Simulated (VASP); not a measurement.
# WS2 (R3m) in VASP: further runs

The runs below take WS2 through single point, with r2SCAN.

All numbers are computed with VASP 6.6.1; they aren't measurements. Logs are shortened: lines on timing, memory, paths and dates and some standing lists are left out, and cuts for length are marked.

### Step 1. The cell of the first run

Symmetry: R3m, No. 160, trigonal system. The conventional cell has a = 3.000 Å, b = 3.000 Å, c = 18.952 Å, α = 90.00°, β = 90.00°, γ = 120.00°. Within 3.1 Å of W (site symmetry 3m) lie 6 S at 2.35 to 2.37 Å and 6 W at 3.00 Å. Within 3.3 Å of S (site symmetry 3m) lie 3 W at 2.35 Å and 7 S at 3.00 to 3.21 Å. S (site symmetry 3m) has 3 W at 2.37 Å and 7 S at 3.00 to 3.21 Å within 3.3 Å.

### Step 2. Single point, r2SCAN (strain -0.050 along x and y, +0.025 along z)

POSCAR

```
WS2
1.0
    1.5000503651      0.8660544821      6.3174132500
   -1.5000503651      0.8660544821      6.3174132500
    0.0000000000     -1.7321089641      6.3174132500
W S
1 2
Direct
    0.0000000000      0.0000000000      0.0000000000
    0.7503000000      0.7503000000      0.7503000000
    0.5810000000      0.5810000000      0.5810000000
```

INCAR.step1

```
SYSTEM = WS2
PREC = Accurate ; ENCUT = 520
ISMEAR = 0 ; SIGMA = 0.05
LREAL = .FALSE. ; LASPH = .TRUE.
NELM = 100 ; NBANDS = 20
GGA = PE ; ALGO = Normal
EDIFF = 1E-4 ; LWAVE = .TRUE.
LCHARG = .FALSE.
```

INCAR.step2

```
SYSTEM = WS2
PREC = Accurate ; ENCUT = 520
EDIFF = 1E-6 ; ISMEAR = 0
SIGMA = 0.05 ; LREAL = .FALSE.
LASPH = .TRUE. ; NELM = 100
ALGO = Normal ; ISIF = 2
LWAVE = .FALSE. ; LCHARG = .TRUE.
METAGGA = R2SCAN ; LMIXTAU = .TRUE.
LELF = .TRUE. ; LVHAR = .TRUE.
NBANDS = 20 ; ISTART = 1
```

KPOINTS

```
Automatic mesh
0
G
  12 12 12
  0 0 0
```

Potentials or basis: VASP PAW PBE potentials, release 64 (W_sv, S).

Started as:

```console
$ cat potpaw_PBE.64/W_sv/POTCAR potpaw_PBE.64/S/POTCAR > POTCAR
$ cp INCAR.step1 INCAR
$ mpirun -np 1 vasp_std > vasp.out
$ cp INCAR.step2 INCAR
$ mpirun -np 1 vasp_std > vasp.out
```

OUTCAR:

```text
SYSTEM = WS2
   PREC = Accurate
   ENCUT = 520
   EDIFF = 1E-6
   ISMEAR = 0
   LREAL = .FALSE.
   LASPH = .TRUE.
   NELM = 100
   ISIF = 2
   METAGGA = R2SCAN
   ISTART = 1

 ion  position               nearest neighbor table
   1  0.000  0.000  0.000-   2 2.35   2 2.35   2 2.35   3 2.37   3 2.37   3 2.37
   2  0.750  0.750  0.750-   1 2.35   1 2.35   1 2.35
   3  0.581  0.581  0.581-   1 2.37   1 2.37   1 2.37

  LATTYP: Found a trigonal (rhomboedric) cell.
 ALAT       =     6.5505657492
 COS(alpha) =     0.8951220820

  Lattice vectors:

 A1 = (   1.5000503651,   0.8660544821,   6.3174132500)
 A2 = (  -1.5000503651,   0.8660544821,   6.3174132500)
 A3 = (   0.0000000000,  -1.7321089641,   6.3174132500)

Analysis of symmetry for initial positions (statically):
=====================================================================
 Subroutine PRICEL returns:
 Original cell was already a primitive cell.

 Routine SETGRP: Setting up the symmetry group for a
 trigonal (rhombohedral) supercell.

 Subroutine GETGRP returns: Found  6 space group operations
 (whereof  6 operations were pure point group operations)
 out of a pool of 12 trial point group operations.

The static configuration has the point symmetry C_3v.

Analysis of symmetry for dynamics (positions and initial velocities):
=====================================================================
 Subroutine PRICEL returns:
 Original cell was already a primitive cell.

 Routine SETGRP: Setting up the symmetry group for a
 trigonal (rhombohedral) supercell.

 Subroutine GETGRP returns: Found  6 space group operations
 (whereof  6 operations were pure point group operations)
 out of a pool of 12 trial point group operations.

The dynamic configuration has the point symmetry C_3v.

 Subroutine INISYM returns: Found  6 space group operations
 (whereof  6 operations are pure point group operations),
 and found     1 'primitive' translations

----------------------------------------------------------------------------------------

                                     Primitive cell

  volume of cell :      49.2427

  direct lattice vectors                    reciprocal lattice vectors
     1.500050365  0.866054482  6.317413250     0.333322141  0.192443628  0.052764212
    -1.500050365  0.866054482  6.317413250    -0.333322141  0.192443628  0.052764212
     0.000000000 -1.732108964  6.317413250     0.000000000 -0.384887256  0.052764212

  length of vectors
     6.550565749  6.550565749  6.550565749     0.388487145  0.388487145  0.388487145

  position of ions in fractional coordinates (direct lattice)
     0.000000000  0.000000000  0.000000000
     0.750300000  0.750300000  0.750300000
     0.581000000  0.581000000  0.581000000

  ion indices of the primitive-cell ions
   primitive index   ion index
                 1           1
                 2           2
                 3           3

----------------------------------------------------------------------------------------

 KPOINTS: Automatic mesh

Automatic generation of k-mesh.
 Grid dimensions read from file:
 generate k-points for:   12   12   12

 Generating k-lattice:

  Cartesian coordinates                     Fractional coordinates (reciprocal lattice)
     0.027776845  0.016036969  0.004397018     0.083333333 -0.000000000  0.000000000
    -0.027776845  0.016036969  0.004397018    -0.000000000  0.083333333  0.000000000
     0.000000000 -0.032073938  0.004397018     0.000000000  0.000000000  0.083333333

  Length of vectors
     0.032373929  0.032373929  0.032373929

  Shift w.r.t. Gamma in fractional coordinates (k-lattice)
     0.000000000  0.000000000  0.000000000

 Subroutine IBZKPT returns following result:
 ===========================================

 Found    189 irreducible k-points:

 Following reciprocal coordinates:
            Coordinates               Weight
  0.000000  0.000000  0.000000      1.000000
  0.083333 -0.000000  0.000000      6.000000
  0.166667 -0.000000  0.000000      6.000000
  0.250000 -0.000000  0.000000      6.000000
  0.333333 -0.000000  0.000000      6.000000
  0.416667 -0.000000 -0.000000      6.000000
[... 16 lines left out ...]
  0.500000  0.166667  0.000000     12.000000
 -0.416667  0.166667  0.000000     12.000000
 [... further k-points ...]
   k-points           NKPTS =    189   k-points in BZ     NKDIM =    189   number of bands    NBANDS=     20
   number of dos      NEDOS =    301   number of ions     NIONS =      3
   total plane-waves  NPLWV = 125000
   dimension x,y,z NGX =    50 NGY =   50 NGZ =   50
   dimension x,y,z NGXF=   100 NGYF=  100 NGZF=  100
   ions per type =               1   2
   NGX,Y,Z   is equivalent  to a cutoff of  12.69, 12.69, 12.69 a.u.
   NGXF,Y,Z  is equivalent  to a cutoff of  25.38, 25.38, 25.38 a.u.
 SYSTEM =  WS2
   PREC   = accura    normal or accurate (medium, high low for compatibility)
   ISTART =      1    job   : 0-new  1-cont  2-samecut
[... 32 lines left out ...]
 non-spin polarized calculation
 Gauss-broadening in eV      SIGMA  =   0.05
  energy-cutoff  :      520.00
  volume of cell :       49.24
 maximum number of plane-waves:      1362
 NGX is ok and might be reduce to    50
   NGX = 25   NGY = 25   NGZ = 25

 number of electron      25.9999998 magnetization

 Free energy of the ion-electron system (eV)
  ---------------------------------------------------
  ext. energy  EPLUGINS =         0.00000000
  ---------------------------------------------------
  free energy    TOTEN  =       -69.64824825 eV

  energy without entropy =      -69.64824825  energy(sigma->0) =      -69.64824825

 E-fermi :   8.0387     XC(G=0): -12.0810

 val. band max:        7.7626591867   @ k =   0.5000   0.5000   0.5000
 cond. band min:       9.1774905478   @ k =  -0.1667   0.1667   0.0000
 fundamental gap:      1.4148313611
 Fermi energy:         8.0386963790

 k-point     1 :       0.0000    0.0000    0.0000
  band No.  band energies     occupation
      1     -68.0509      2.00000
      2     -31.8164      2.00000
      3     -31.4029      2.00000
      4     -31.4029      2.00000
      5      -8.6655      2.00000
      6      -6.6190      2.00000
[... 12 lines left out ...]
     19      17.1319      0.00000
     20      17.6246      0.00000

 k-point     2 :       0.0833   -0.0000    0.0000
  band No.  band energies     occupation
      1     -68.0479      2.00000
      2     -31.8079      2.00000
      3     -31.4482      2.00000
      4     -31.4132      2.00000
      5      -8.5158      2.00000
      6      -6.5661      2.00000
[... 12 lines left out ...]
     19      17.1944      0.00000
     20      18.1247      0.00000

 k-point     3 :       0.1667   -0.0000    0.0000
  band No.  band energies     occupation
      1     -68.0399      2.00000
      2     -31.7845      2.00000
      3     -31.5705      2.00000
      4     -31.4410      2.00000
      5      -8.0870      2.00000
      6      -6.4140      2.00000
[... 12 lines left out ...]
     19      17.6682      0.00000
     20      18.3184      0.00000

 k-point     4 :       0.2500   -0.0000    0.0000
  band No.  band energies     occupation
      1     -68.0289      2.00000
      2     -31.7526      2.00000
      3     -31.7339      2.00000
      4     -31.4789      2.00000
      5      -7.4397      2.00000
      6      -6.1858      2.00000
[... 12 lines left out ...]
     19      17.2179      0.00000
     20      18.3242      0.00000

 k-point     5 :       0.3333   -0.0000    0.0000
  band No.  band energies     occupation
      1     -68.0179      2.00000
      2     -31.8939      2.00000
      3     -31.7201      2.00000
      4     -31.5164      2.00000
      5      -6.6829      2.00000
      6      -5.9265      2.00000
[... 12 lines left out ...]
     19      16.3648      0.00000
     20      17.0217      0.00000
[... 353 lines left out ...]
      6      -6.0938      2.00000
[... 12 lines left out ...]
     19      17.4502      0.00000
     20      18.1597      0.00000

 k-point    22 :       0.4167    0.1667   -0.0000
  band No.  band energies     occupation
      1     -68.0139      2.00000
      2     -31.8928      2.00000
      3     -31.7083      2.00000
      4     -31.5921      2.00000
      5      -6.3541      2.00000
      6      -5.8341      2.00000
[... 12 lines left out ...]
     19      17.0515      0.00000
     20      17.7428      0.00000

 k-point    23 :       0.5000    0.1667    0.0000
  band No.  band energies     occupation
      1     -68.0070      2.00000
      2     -31.9695      2.00000
      3     -31.6878      2.00000
      4     -31.6396      2.00000
      5      -5.7715      2.00000
      6      -5.5822      2.00000
[... 12 lines left out ...]
     19      16.9922      0.00000
     20      17.6489      0.00000

 k-point    24 :      -0.4167    0.1667    0.0000
  band No.  band energies     occupation
      1     -68.0044      2.00000
      2     -31.9970      2.00000
      3     -31.6802      2.00000
      4     -31.6572      2.00000
      5      -5.5767      2.00000
      6      -5.4320      2.00000
[... 12 lines left out ...]
     19      17.4412      0.00000
     20      17.6275      0.00000

 [... further k-points ...]
[... 5 lines left out ...]
  --------------------------------------------------------------------------------------
  -------------------------------------------------------------------------------------
  Total        7.5000505      7.5000505      2.0622413      0.0000000      0.0000000      0.0000000
  in kB      244.0243573    244.0243573     67.0978305      0.0000000      0.0000000      0.0000000
  external PRESSURE =     185.0488484 kB  Pullay stress =       0.0000000 kB

 VOLUME and BASIS-vectors are now :
 -----------------------------------------------------------------------------
  energy-cutoff  :      520.00
  volume of cell :       49.24
      direct lattice vectors                 reciprocal lattice vectors
     1.500050365  0.866054482  6.317413250     0.333322141  0.192443628  0.052764212
    -1.500050365  0.866054482  6.317413250    -0.333322141  0.192443628  0.052764212
     0.000000000 -1.732108964  6.317413250     0.000000000 -0.384887256  0.052764212

 POSITION                                       TOTAL-FORCE (eV/Angst)
 -----------------------------------------------------------------------------------
      0.00000      0.00000      0.00000         0.000000     -0.000000     -0.735790
      0.00000      0.00000     14.21987         0.000000      0.000000      0.786020
      0.00000      0.00000     11.01125         0.000000     -0.000000     -0.050230
 -----------------------------------------------------------------------------------
    total drift:                                0.000000      0.000000      0.000153

  FREE ENERGIE OF THE ION-ELECTRON SYSTEM (eV)
  ---------------------------------------------------
  free  energy   TOTEN  =       -69.6482482481 eV

  energy  without entropy=      -69.6482482481  energy(sigma->0) =      -69.64824825
```

It took 53 min on 1 thread of Intel Xeon Platinum 8175M at 2.50GHz (Skylake/Cascade Lake), shared host; peak memory 0.5 GiB.

What came out:

```
Free energy            : -69.6482 eV
Pressure               : 18.5 GPa
Largest force          : 0.786 eV/Å
Band gap on the k mesh : 1.41 eV (least direct gap 2.57 eV)
```

Forces on the atoms (eV/Å):
```
W    0.000  0.000 -0.736
S    0.000  0.000  0.786
S    0.000  0.000 -0.050
```

Stress tensor (GPa, compression positive):
```
24.40  0.00  0.00
 0.00 24.40  0.00
 0.00  0.00  6.71
```

Caveat: the cell differs from its parent crystal (strain -0.050 along x and y, +0.025 along z); the stress differs along the axes, from 7 to 24 GPa; the PAW data sets were made with another functional, which shifts forces and pressure a little; spin-orbit coupling is left out, which moves the levels of the heavy elements. A k mesh can miss the band edges.

### Step 3. Single point, r2SCAN (strain -0.050 along x and y, +0.050 along z)

POSCAR

```
WS2
1.0
    1.5000503651      0.8660544821      6.4714965000
   -1.5000503651      0.8660544821      6.4714965000
    0.0000000000     -1.7321089641      6.4714965000
W S
1 2
Direct
    0.0000000000      0.0000000000      0.0000000000
    0.7503000000      0.7503000000      0.7503000000
    0.5810000000      0.5810000000      0.5810000000
```

INCAR.step1

```
ALGO     = Normal         # electronic algorithm
EDIFF    = 1E-4           # SCF threshold, eV
ENCUT    = 520            # plane-wave cutoff, eV
GGA      = PE             # functional
ISMEAR   = 0              # smearing method
LASPH    = T              # aspherical terms in the spheres
LCHARG   = F              # write CHGCAR
LREAL    = F              # projectors in reciprocal space
LWAVE    = T              # write WAVECAR
NBANDS   = 20             # bands
NELM     = 80             # most SCF steps
PREC     = Accurate       # precision mode
SIGMA    = 0.05           # smearing width, eV
```

INCAR.step2

```
ALGO     = Normal         # electronic algorithm
EDIFF    = 1E-6           # SCF threshold, eV
ENCUT    = 520            # plane-wave cutoff, eV
ISIF     = 2              # what is computed and relaxed
ISMEAR   = 0              # smearing method
ISTART   = 1            
LASPH    = T              # aspherical terms in the spheres
LCHARG   = F              # write CHGCAR
LMIXTAU  = T            
LREAL    = F              # projectors in reciprocal space
LWAVE    = F              # write WAVECAR
METAGGA  = R2SCAN         # meta-GGA
NBANDS   = 20             # bands
NELM     = 80             # most SCF steps
PREC     = Accurate       # precision mode
SIGMA    = 0.05           # smearing width, eV
```

KPOINTS

```
k-points
0
Gamma
  12 12 12
```

Potentials or basis: VASP PAW PBE potentials, release 64 (W_sv, S).

Started as:

```console
$ cat potpaw_PBE.64/W_sv/POTCAR potpaw_PBE.64/S/POTCAR > POTCAR
$ cp INCAR.step1 INCAR
$ mpirun -np 1 vasp_std > vasp.out
$ cp INCAR.step2 INCAR
$ mpirun -np 1 vasp_std > vasp.out
```

It took 48 min on 1 thread of Intel Xeon Platinum 8175M at 2.50GHz (Skylake/Cascade Lake), shared host; peak memory 0.5 GiB.

The run converged. Its results:

- Free energy: -69.6633 eV
- Pressure: 12.8 GPa
- Largest force: 0.749 eV/Å
- Band gap on the k mesh: 1.43 eV (least direct gap 2.38 eV)

Forces on the atoms (eV/Å):
```
W    0.000  0.000 -0.685
S    0.000  0.000 -0.064
S    0.000  0.000  0.749
```

Stress tensor (GPa, compression positive):
```
20.53  0.00  0.00
 0.00 20.53  0.00
 0.00  0.00 -2.69
```

Levels at points of the mesh, in eV from the valence-band top:
| k point | band 10 | band 11 | band 12 | band 13 | band 14 | band 15 | band 16 | band 17 |
| --- | --- | --- | --- | --- | --- | --- | --- | --- |
| (0.00, 0.00, 0.00) | -1.89 | -1.41 | -1.01 | -1.01 | 3.49 | 3.49 | 3.66 | 3.66 |
| (0.50, 0.00, 0.00) | -3.31 | -2.62 | -1.31 | -0.71 | 3.47 | 4.05 | 4.69 | 4.98 |
| (0.50, 0.50, 0.00) | -3.26 | -3.15 | -1.06 | -0.86 | 3.72 | 4.02 | 4.35 | 5.36 |
| (0.50, 0.50, 0.50) | -2.48 | -0.99 | -0.99 | -0.10 | 3.45 | 3.45 | 3.68 | 3.68 |

Caveat: the cell differs from its parent crystal (strain -0.050 along x and y, +0.050 along z); the stress differs along the axes, from -3 to 21 GPa; the PAW data sets were made with another functional, which shifts forces and pressure a little; spin-orbit coupling is left out, which moves the levels of the heavy elements. A k mesh can miss the band edges.

### Step 4. Single point, r2SCAN (strain +0.000 along x and y, -0.050 along z)

POSCAR

```
WS2
1.0
    1.5790003843      0.9116362969      5.8551635000
   -1.5790003843      0.9116362969      5.8551635000
    0.0000000000     -1.8232725938      5.8551635000
W S
1 2
Direct
    0.0000000000      0.0000000000      0.0000000000
    0.7503000000      0.7503000000      0.7503000000
    0.5810000000      0.5810000000      0.5810000000
```

INCAR.step1

```
  ALGO = Normal
  EDIFF = 1E-4
  ENCUT = 520
  GGA = PE
  ISMEAR = 0
  LASPH = T
  LCHARG = F
  LREAL = F
  LWAVE = T
  NBANDS = 20
  NELM = 100
  PREC = Accurate
  SIGMA = 0.05
```

INCAR.step2

```
  ALGO = Normal
  EDIFF = 1E-7
  ENCUT = 520
  ISIF = 2
  ISMEAR = 0
  ISTART = 1
  LASPH = T
  LCHARG = F
  LMIXTAU = T
  LREAL = F
  LWAVE = F
  METAGGA = R2SCAN
  NBANDS = 20
  NELM = 100
  PREC = Accurate
  SIGMA = 0.05
```

KPOINTS is that of step 3.

Started as:

```console
$ cat potpaw_PBE.64/W_sv/POTCAR potpaw_PBE.64/S/POTCAR > POTCAR
$ cp INCAR.step1 INCAR
$ mpirun -np 1 vasp_std > vasp.out
$ cp INCAR.step2 INCAR
$ mpirun -np 1 vasp_std > vasp.out
```

Wall time 33 min (1 thread of Intel Xeon Platinum 8175M at 2.50GHz (Skylake/Cascade Lake), shared host); peak memory 0.47 GiB.

The run converged. Its results:

| Property | Result |
| --- | --- |
| Free energy | -69.8652 eV |
| Pressure | 13.6 GPa |
| Largest force | 2.028 eV/Å |
| Band gap on the k mesh | 0.53 eV (least direct gap 1.80 eV) |

Forces on the atoms (eV/Å):
```
W    0.000  0.000 -0.685
S    0.000  0.000  2.028
S    0.000  0.000 -1.343
```

Stress tensor (GPa, compression positive):
```
10.16  0.00  0.00
 0.00 10.16  0.00
 0.00  0.00 20.36
```

Levels at points of the mesh, in eV from the valence-band top:
```tsv
k point	band 9	band 10	band 11	band 12	band 13	band 14	band 15	band 16	band 17	band 18
(0.00, 0.00, 0.00)	-4.73	-3.32	-3.32	-1.69	-1.38	1.85	1.85	2.49	2.49	4.69
(0.50, 0.00, 0.00)	-6.20	-5.27	-2.97	-2.71	-2.28	1.88	2.35	3.60	3.87	4.42
(0.50, 0.50, 0.00)	-5.87	-5.15	-3.73	-2.98	-2.12	1.80	2.43	3.16	4.59	5.12
(0.50, 0.50, 0.50)	-4.76	-4.42	-3.27	-3.27	0.00	2.02	2.02	2.24	2.24	4.76
```

Caveat: the cell differs from its parent crystal (strain +0.000 along x and y, -0.050 along z); the stress differs along the axes, from 10 to 20 GPa; the PAW data sets were made with another functional, which shifts forces and pressure a little; spin-orbit coupling is left out, which moves the levels of the heavy elements. A k mesh can miss the band edges.

### Step 5. Overview

| cell | gap on the mesh (eV) | pressure (GPa) | largest force (eV/Å) |
| --- | --- | --- | --- |
| a = 6.551 Å, angles 26.5°, 3 atoms | 1.41 | 18.5 | 0.79 |
| a = 6.699 Å, angles 25.9°, 3 atoms | 1.43 | 12.8 | 0.75 |
| a = 6.132 Å, angles 29.8°, 3 atoms | 0.53 | 13.6 | 2.03 |

Alike in all rows: task single point; level r2SCAN; potentials or basis VASP PAW PBE potentials, release 64 (W_sv, S); no spin polarisation; k mesh 12 × 12 × 12; cutoff (eV) 520; smearing gaussian 0.05 eV.

Caveats: the PAW data sets were made with another functional, which shifts forces and pressure a little; spin-orbit coupling is left out, which moves the levels of the heavy elements; the stress differs along the axes, from 7 to 24 GPa (at least some runs); the stress differs along the axes, from -3 to 21 GPa (at least some runs); the stress differs along the axes, from 10 to 20 GPa (at least some runs).

Total energies depend on the potentials used, so only differences within one code and one set of settings carry meaning.
